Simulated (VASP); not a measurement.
# PtS2 in VASP: a series of runs

PtS2 is run at these levels: PBE+D3(BJ); tasks: single point.

Everything below comes from runs of VASP 6.6.1. Logs are shortened: lines on timing, memory, paths and dates and some standing lists are left out, and cuts for length are marked.

### 1 The cell of the first run

The cell holds a slab with vacuum, 6 atoms: a = 3.542 Å, b = 3.542 Å, c = 22.467 Å, α = 90.00°, β = 90.00°, γ = 120.00°.

### 2 Single point, PBE+D3(BJ)

Contents of INCAR:

```
ALGO = Normal ; DIPOL = 0.5 0.5 0.382
EDIFF = 1E-7 ; ENCUT = 520
GGA = PE ; IDIPOL = 3
ISIF = 2 ; ISMEAR = 0
IVDW = 12 ; LASPH = T
LCHARG = T ; LDIPOL = T
LELF = T ; LREAL = F
LVACPOTAV = T ; LVHAR = T
LWAVE = F ; NBANDS = 31
NELM = 80 ; PREC = Accurate
SIGMA = 0.05
```

Contents of KPOINTS:

```
k-points
0
Gamma
  9 9 1
```

Contents of POSCAR:

```
PtS2
1.0
    3.5415278079      0.0000000000      0.0000000000
   -1.7707639039      3.0670530498      0.0000000000
    0.0000000000      0.0000000000     22.4670615492
S Pt
4 2
Direct
    0.6666666667      0.3333333333      0.2002932155
    0.3333333333      0.6666666667      0.3108341854
    0.3333333333      0.6666666667      0.4537100124
    0.6666666667      0.3333333333      0.5642509823
    0.0000000000      0.0000000000      0.2555637004
    1.0000000000      1.0000000000      0.5089804974
```

Potentials or basis: VASP PAW PBE potentials, release 64 (S, Pt).

The run is started by

```sh
$ cat potpaw_PBE.64/S/POTCAR potpaw_PBE.64/Pt/POTCAR > POTCAR
$ mpirun -np 1 vasp_std > vasp.out
```

OUTCAR:

```text
EDIFF = 1E-7
   ENCUT = 520
   GGA = PE
   ISIF = 2
   ISMEAR = 0
   IVDW = 12
   LASPH = T
   LREAL = F
   NELM = 80
   PREC = Accurate
 IVDW          = 12

 ion  position               nearest neighbor table
   1  0.667  0.333  0.200-   5 2.39   5 2.39   5 2.39
   2  0.333  0.667  0.311-   5 2.39   5 2.39   5 2.39
   3  0.333  0.667  0.454-   6 2.39   6 2.39   6 2.39
   4  0.667  0.333  0.564-   6 2.39   6 2.39   6 2.39
   5  0.000  0.000  0.256-   1 2.39   1 2.39   1 2.39   2 2.39   2 2.39   2 2.39
   6  0.000  0.000  0.509-   4 2.39   4 2.39   4 2.39   3 2.39   3 2.39   3 2.39

  LATTYP: Found a hexagonal cell.
 ALAT       =     3.5415278079
 C/A-ratio  =     6.3438896340

  Lattice vectors:

 A1 = (   3.5415278079,   0.0000000000,   0.0000000000)
 A2 = (  -1.7707639039,   3.0670530498,   0.0000000000)
 A3 = (   0.0000000000,   0.0000000000,  22.4670615492)

Analysis of symmetry for initial positions (statically):
=====================================================================
 Subroutine PRICEL returns:
 Original cell was already a primitive cell.

 Routine SETGRP: Setting up the symmetry group for a
 hexagonal supercell.

 Subroutine GETGRP returns: Found 12 space group operations
 (whereof  6 operations were pure point group operations)
 out of a pool of 24 trial point group operations.

The static configuration has the point symmetry C_3v.
 The point group associated with its full space group is D_3h.

Analysis of symmetry for dynamics (positions and initial velocities):
=====================================================================
 Subroutine PRICEL returns:
 Original cell was already a primitive cell.

 Routine SETGRP: Setting up the symmetry group for a
 hexagonal supercell.

 Subroutine GETGRP returns: Found 12 space group operations
 (whereof  6 operations were pure point group operations)
 out of a pool of 24 trial point group operations.

The dynamic configuration has the point symmetry C_3v.
 The point group associated with its full space group is D_3h.

 Subroutine INISYM returns: Found 12 space group operations
 (whereof  6 operations are pure point group operations),
 and found     1 'primitive' translations

----------------------------------------------------------------------------------------

                                     Primitive cell

  volume of cell :     244.0384

  direct lattice vectors                    reciprocal lattice vectors
     3.541527808  0.000000000  0.000000000     0.282364012  0.163022938  0.000000000
    -1.770763904  3.067053050  0.000000000     0.000000000  0.326045877  0.000000000
     0.000000000  0.000000000 22.467061549     0.000000000  0.000000000  0.044509603

  length of vectors
     3.541527808  3.541527808 22.467061549     0.326045877  0.326045877  0.044509603

  position of ions in fractional coordinates (direct lattice)
     0.666666667  0.333333333  0.200293215
     0.333333333  0.666666667  0.310834185
     0.333333333  0.666666667  0.453710012
     0.666666667  0.333333333  0.564250982
     0.000000000  0.000000000  0.255563700
     0.000000000  0.000000000  0.508980497

  ion indices of the primitive-cell ions
   primitive index   ion index
                 1           1
                 2           2
                 3           3
                 4           4
                 5           5
                 6           6

----------------------------------------------------------------------------------------

 KPOINTS: k-points

Automatic generation of k-mesh.
 Grid dimensions read from file:
 generate k-points for:    9    9    1

 Generating k-lattice:

  Cartesian coordinates                     Fractional coordinates (reciprocal lattice)
     0.031373779  0.018113660  0.000000000     0.111111111 -0.000000000  0.000000000
     0.000000000  0.036227320  0.000000000     0.000000000  0.111111111  0.000000000
     0.000000000  0.000000000  0.044509603     0.000000000  0.000000000  1.000000000

  Length of vectors
     0.036227320  0.036227320  0.044509603

  Shift w.r.t. Gamma in fractional coordinates (k-lattice)
     0.000000000  0.000000000  0.000000000

 Subroutine IBZKPT returns following result:
 ===========================================

 Found     12 irreducible k-points:

 Following reciprocal coordinates:
            Coordinates               Weight
  0.000000  0.000000  0.000000      1.000000
  0.111111 -0.000000  0.000000      6.000000
  0.222222  0.000000  0.000000      6.000000
  0.333333 -0.000000  0.000000      6.000000
  0.444444  0.000000  0.000000      6.000000
  0.111111  0.111111  0.000000      6.000000
  0.222222  0.111111  0.000000     12.000000
  0.333333  0.111111  0.000000     12.000000
  0.444444  0.111111  0.000000      6.000000
  0.222222  0.222222  0.000000      6.000000
  0.333333  0.222222  0.000000     12.000000
  0.333333  0.333333  0.000000      2.000000
   k-points           NKPTS =     12   k-points in BZ     NKDIM =     12   number of bands    NBANDS=     31
   number of dos      NEDOS =    301   number of ions     NIONS =      6
   total plane-waves  NPLWV = 131712
   dimension x,y,z NGX =    28 NGY =   28 NGZ =  168
   dimension x,y,z NGXF=    56 NGYF=   56 NGZF=  336
   ions per type =               4   2
   NGX,Y,Z   is equivalent  to a cutoff of  13.14, 13.14, 12.43 a.u.
   NGXF,Y,Z  is equivalent  to a cutoff of  26.29, 26.29, 24.86 a.u.
 SYSTEM =  unknown system
   PREC   = accura    normal or accurate (medium, high low for compatibility)
   ISTART =      0    job   : 0-new  1-cont  2-samecut
   ICHARG =      2    charge: 1-file 2-atom 10-const
   ISPIN  =      1    spin polarized calculation?
   LNONCOLLINEAR =      F non collinear calculations
   LSORBIT =      F    spin-orbit coupling
   LASPH  =      T    aspherical Exc in radial PAW
   ENCUT  =  520.0 eV  38.22 Ry    6.18 a.u.   6.58  6.58 41.77*2*pi/ulx,y,z
   NELM   =     80;   NELMIN=  2; NELMDL= -5     # of ELM steps
   EDIFF  = 0.1E-06   stopping-criterion for ELM
   LREAL  =      F    real-space projection
   EDIFFG = 0.1E-05   stopping-criterion for IOM
   NSW    =      0    number of steps for IOM
   IBRION =     -1    ionic relax: 0-MD 1-quasi-New 2-CG
   NFREE  =      0    steps in history (QN), initial steepest desc. (CG)
   ISIF   =      2    stress and relaxation
   ISYM   =      2    0-nonsym 1-usesym 2-fastsym
   POTIM  = 0.5000    time-step for ionic-motion
   TEBEG  =    0.0;   TEEND  =   0.0 temperature during run
   PSTRESS=    0.0 pullay stress
   NELECT =      44.0000    total number of electrons
   NUPDOWN=      -1.0000    fix difference up-down
   EMIN   =  10.00;   EMAX   =-10.00  energy-range for DOS
   EFERMI =   0.00;   METHOD = LEGACY
   ISMEAR =     0;   SIGMA  =   0.05  broadening in eV -4-tet -1-fermi 0-gaus
   EFERMI_NEDOS =   21; number of points for ismear=-14 and -15
   IALGO  =     38    algorithm
   IMIX   =      4    mixing-type and parameters
     AMIX     =   0.40;   BMIX     =  1.00
     AMIX_MAG =   1.60;   BMIX_MAG =  1.00
  volume/ion in A,a.u.               =      40.67       274.48
  Fermi-wavevector in a.u.,A,eV,Ry     =   0.924854  1.747720 11.637800  0.855354
  Thomas-Fermi vector in A             =   2.050645
   LORBIT       =      0    0 simple, 1 ext, 2 COOP (PROOUT), +10 PAW based schemes
   GGA     = PE    functional components
   LHFCALC =     F    Hartree Fock is set to
   AEXX    =    0.0000 exact exchange contribution
   IVDW    =    12    specifies the selected vdW correction
   LEPSILON=     F    determine dielectric tensor
   LRPA    =     F    only Hartree local field effects (RPA)
 non-spin polarized calculation
 Gauss-broadening in eV      SIGMA  =   0.05
  energy-cutoff  :      520.00
  volume of cell :      244.04
 maximum number of plane-waves:      6671
 NGX is ok and might be reduce to    28
   NGX = 13   NGY = 13   NGZ = 83

 number of electron      44.0000000 magnetization

 dipolmoment           0.000000      0.000000     -0.000000 electrons x Angstroem

 Free energy of the ion-electron system (eV)
  ---------------------------------------------------
  ext. energy  EPLUGINS =         0.00000000
  ---------------------------------------------------
  free energy    TOTEN  =       -30.78306540 eV

  energy without entropy =      -30.78306540  energy(sigma->0) =      -30.78306540

 E-fermi :  -0.0821     XC(G=0):  -5.3958

 val. band max:       -0.3273737752   @ k =   0.1111   0.1111   0.0000
 cond. band min:       0.8121951440   @ k =   0.2222   0.0000   0.0000
 fundamental gap:      1.1395689193
 Fermi energy:        -0.0821067924

 k-point     1 :       0.0000    0.0000    0.0000
  band No.  band energies     occupation
      1     -14.9314      2.00000
      2     -14.8469      2.00000
      3     -12.7889      2.00000
      4     -12.5985      2.00000
      5      -6.3821      2.00000
      6      -6.3821      2.00000
[... 23 lines left out ...]
     30       5.5391      0.00000
     31       5.5910      0.00000

 k-point     2 :       0.1111   -0.0000    0.0000
  band No.  band energies     occupation
      1     -14.7782      2.00000
      2     -14.6920      2.00000
      3     -12.8140      2.00000
      4     -12.6353      2.00000
      5      -6.4263      2.00000
      6      -6.3487      2.00000
[... 23 lines left out ...]
     30       5.9482      0.00000
     31       6.1653      0.00000

 k-point     3 :       0.2222    0.0000    0.0000
  band No.  band energies     occupation
      1     -14.3543      2.00000
      2     -14.2629      2.00000
      3     -12.8793      2.00000
      4     -12.7281      2.00000
      5      -6.4008      2.00000
      6      -6.2435      2.00000
[... 295 lines left out ...]
     30       7.6540      0.00000
     31       7.7819      0.00000

 k-point    12 :       0.3333    0.3333    0.0000
  band No.  band energies     occupation
      1     -13.0906      2.00000
      2     -12.9424      2.00000
      3     -12.9424      2.00000
      4     -12.8815      2.00000
      5      -6.2515      2.00000
      6      -6.1750      2.00000
[... 23 lines left out ...]
     30       8.0036      0.00000
     31       8.1541      0.00000

------------------------ aborting loop because EDIFF is reached ----------------------------------------

 Edisp (eV)   -1.92947

 E8    (eV) :    -0.7987

  FORCE on cell =-STRESS in cart. coord.  units (eV):
  Direction    XX          YY          ZZ          XY          YZ          ZX
  --------------------------------------------------------------------------------------
  -------------------------------------------------------------------------------------
  Total      -0.35760    -0.35760     0.44307    -0.00000     0.00000    -0.00000
  in kB      -2.34775    -2.34775     2.90886    -0.00000     0.00000    -0.00000
  external pressure =       -0.60 kB  Pullay stress =        0.00 kB

 VOLUME and BASIS-vectors are now :
 -----------------------------------------------------------------------------
  energy-cutoff  :      520.00
  volume of cell :      244.04
      direct lattice vectors                 reciprocal lattice vectors
     3.541527808  0.000000000  0.000000000     0.282364012  0.163022938  0.000000000
    -1.770763904  3.067053050  0.000000000     0.000000000  0.326045877  0.000000000
     0.000000000  0.000000000 22.467061549     0.000000000  0.000000000  0.044509603

 POSITION                                       TOTAL-FORCE (eV/Angst)
 -----------------------------------------------------------------------------------
      1.77076      1.02235      4.50000         0.000000      0.000000      0.030794
     -0.00000      2.04470      6.98353        -0.000000     -0.000000     -0.263509
     -0.00000      2.04470     10.19353        -0.000000     -0.000000      0.263509
      1.77076      1.02235     12.67706         0.000000      0.000000     -0.030794
      0.00000      0.00000      5.74177        -0.000000      0.000000      0.013807
      0.00000      0.00000     11.43530        -0.000000      0.000000     -0.013807
 -----------------------------------------------------------------------------------
    total drift:                                0.000000      0.000000     -0.000015

  FREE ENERGIE OF THE ION-ELECTRON SYSTEM (eV)
  ---------------------------------------------------
  free  energy   TOTEN  =       -32.7125386764 eV

  energy  without entropy=      -32.7125386764  energy(sigma->0) =      -32.71253868

 vacuum level on the upper side and lower side of the slab         5.501         5.501
```

It took 5.3 min on 1 thread of Intel Xeon 8259CL, shared host; peak memory 0.4 GiB.

What came out:

| Property | Result |
| --- | --- |
| Free energy | -32.7125 eV |
| Largest force | 0.264 eV/Å |
| Band gap on the k mesh | 1.14 eV (least direct gap 1.28 eV) |
| Dispersion energy per atom | -0.322 eV |

Forces in eV/Å, atoms in the order of the input:
```
S    0.000  0.000  0.031
S    0.000  0.000 -0.264
S    0.000  0.000  0.264
S    0.000  0.000 -0.031
Pt   0.000  0.000  0.014
Pt   0.000  0.000 -0.014
```

Caveat: spin-orbit coupling is left out, which moves the levels of the heavy elements.

### 3 Single point, PBE+D3(BJ)

Contents of INCAR:

```
ALGO = Normal
DIPOL = 0.5 0.5 0.394
EDIFF = 1E-7
ENCUT = 520
GGA = PE
IDIPOL = 3
ISIF = 2
ISMEAR = 0
IVDW = 12
LASPH = True
LCHARG = False
LDIPOL = True
LREAL = False
LWAVE = False
NBANDS = 31
NELM = 60
PREC = Accurate
SIGMA = 0.05
```

KPOINTS is that of step 2.

Contents of POSCAR:

```
PtS2
1.0
    3.5415278079      0.0000000000      0.0000000000
   -1.7707639039      3.0670530498      0.0000000000
    0.0000000000      0.0000000000     22.4670615492
S Pt
4 2
Direct
    0.6666666667      0.3333333333      0.2002932155
    0.3333333333      0.6666666667      0.3108341854
    0.3333333333      0.6666666667      0.4773001022
    0.6666666667      0.3333333333      0.5878410722
    0.0000000000      0.0000000000      0.2555637004
    1.0000000000      1.0000000000      0.5325705872
```

Potentials or basis: VASP PAW PBE potentials, release 64 (S, Pt).

The run is started by

```sh
$ cat potpaw_PBE.64/S/POTCAR potpaw_PBE.64/Pt/POTCAR > POTCAR
$ mpirun -np 1 vasp_std > vasp.out
```

Run time: 3.7 min. Hardware: 1 thread of Intel Xeon 8259CL, shared host; peak memory 0.39 GiB.

The run converged. Its results:

```
Free energy                : -32.7355 eV
Largest force              : 0.042 eV/Å
Band gap on the k mesh     : 1.52 eV (least direct gap 1.61 eV)
Dispersion energy per atom : -0.307 eV
```

Forces on the atoms (eV/Å):
```
S    0.000  0.000  0.042
S    0.000  0.000 -0.025
S    0.000  0.000  0.025
S    0.000  0.000 -0.042
Pt   0.000  0.000  0.038
Pt   0.000  0.000 -0.038
```

Levels at points of the mesh, in eV from the valence-band top:
| k point | band 18 | band 19 | band 20 | band 21 | band 22 | band 23 | band 24 | band 25 | band 26 | band 27 |
| --- | --- | --- | --- | --- | --- | --- | --- | --- | --- | --- |
| (0.00, 0.00, 0.00) | -0.53 | -0.45 | -0.45 | -0.42 | -0.42 | 3.02 | 3.02 | 3.07 | 3.07 | 5.25 |

Caveat: spin-orbit coupling is left out, which moves the levels of the heavy elements.

### 4 Single point, PBE+D3(BJ)

Contents of INCAR:

```
SYSTEM = PtS2
PREC = Accurate
ENCUT = 520
EDIFF = 1E-6
ISMEAR = 0
SIGMA = 0.05
LREAL = .FALSE.
LASPH = .TRUE.
NELM = 100
ALGO = Normal
ISIF = 2
LWAVE = .FALSE.
LCHARG = .FALSE.
LDIPOL = .TRUE.
IDIPOL = 3
DIPOL = 0.5 0.5 0.416
GGA = PE
IVDW = 12
NBANDS = 31
```

Contents of KPOINTS:

```
regular mesh
0
G
  9 9 1
  0 0 0
```

Contents of POSCAR:

```
PtS2
1.0
    3.5415278079      0.0000000000      0.0000000000
   -1.7707639039      3.0670530498      0.0000000000
    0.0000000000      0.0000000000     22.4670615492
S Pt
4 2
Direct
    0.6666666667      0.3333333333      0.2002932155
    0.3333333333      0.6666666667      0.3108341854
    0.3333333333      0.6666666667      0.5218097057
    0.6666666667      0.3333333333      0.6323506756
    0.0000000000      0.0000000000      0.2555637004
    1.0000000000      1.0000000000      0.5770801906
```

The run is started by

```sh
$ cat potpaw_PBE.64/S/POTCAR potpaw_PBE.64/Pt/POTCAR > POTCAR
$ mpirun -np 1 vasp_std > vasp.out
```

It took 4.1 min on 1 thread of Intel Xeon 8259CL, shared host; peak memory 0.39 GiB.

The run converged. Its results:

```
Free energy                : -32.6614 eV
Largest force              : 0.043 eV/Å
Band gap on the k mesh     : 1.76 eV (least direct gap 1.83 eV)
Dispersion energy per atom : -0.292 eV
```

Forces in eV/Å, atoms in the order of the input:
```
S    0.000  0.000  0.043
S    0.000  0.000 -0.002
S    0.000  0.000  0.002
S    0.000  0.000 -0.043
Pt   0.000  0.000  0.022
Pt   0.000  0.000 -0.022
```

Levels at points of the mesh, in eV from the valence-band top:
| k point | band 18 | band 19 | band 20 | band 21 | band 22 | band 23 | band 24 | band 25 | band 26 | band 27 |
| --- | --- | --- | --- | --- | --- | --- | --- | --- | --- | --- |
| (0.00, 0.00, 0.00) | -0.61 | -0.24 | -0.24 | -0.24 | -0.24 | 3.23 | 3.23 | 3.24 | 3.24 | 5.34 |

Caveat: spin-orbit coupling is left out, which moves the levels of the heavy elements.

### 5 Summary

| cell | gap on the mesh (eV) | largest force (eV/Å) |
| --- | --- | --- |
| as given, atomic positions A | 1.14 | 0.26 |
| as given, atomic positions B | 1.52 | 0.04 |
| as given, atomic positions C | 1.76 | 0.04 |

Alike in all rows: task single point; level PBE+D3(BJ); potentials or basis VASP PAW PBE potentials, release 64 (S, Pt); no spin polarisation; k mesh 9 × 9 × 1; cutoff (eV) 520; smearing gaussian 0.05 eV.

Caveats: spin-orbit coupling is left out, which moves the levels of the heavy elements.

Total energies depend on the potentials used, so only differences within one code and one set of settings carry meaning.
